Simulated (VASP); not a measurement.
Runs of VASP 6.6.1 on Na. The structure is that of space group Im-3m (No. 229), or close to it. The cells are those of the table. 

```tsv
task	level	cell	cutoff (eV)	gap on the mesh (eV)	pressure (GPa)	relaxed volume (Å³/atom)
relaxation of cell and atoms	r2SCAN	relaxed from a = 3.633 Å, angles 109.5°, 1 atom	600	none	0.0	38.29
relaxation of cell and atoms	PBE	relaxed from a = 3.708 Å, angles 109.5°, 1 atom	600	none	0.0	37.09
single point	PBE	a = 3.633 Å, angles 109.5°, 1 atom	520	none	0.0	-
single point	PBE	a = 3.660 Å, angles 109.5°, 1 atom	520	none	(a)	-
single point	r2SCAN	a = 3.660 Å, angles 109.5°, 1 atom	520	none	0.1	-
```

Alike in all rows: potentials or basis VASP PAW PBE potentials, release 64 (Na_pv); no spin polarisation; k mesh 8 × 8 × 8; smearing fermi-dirac 0.02 eV.

Q: Estimate the missing entries.

A: (a) -0.2.

Caveats: the PAW data sets were made with another functional, which shifts forces and pressure a little (some runs).

A gap of «none» marks levels without a gap at the run's occupations.
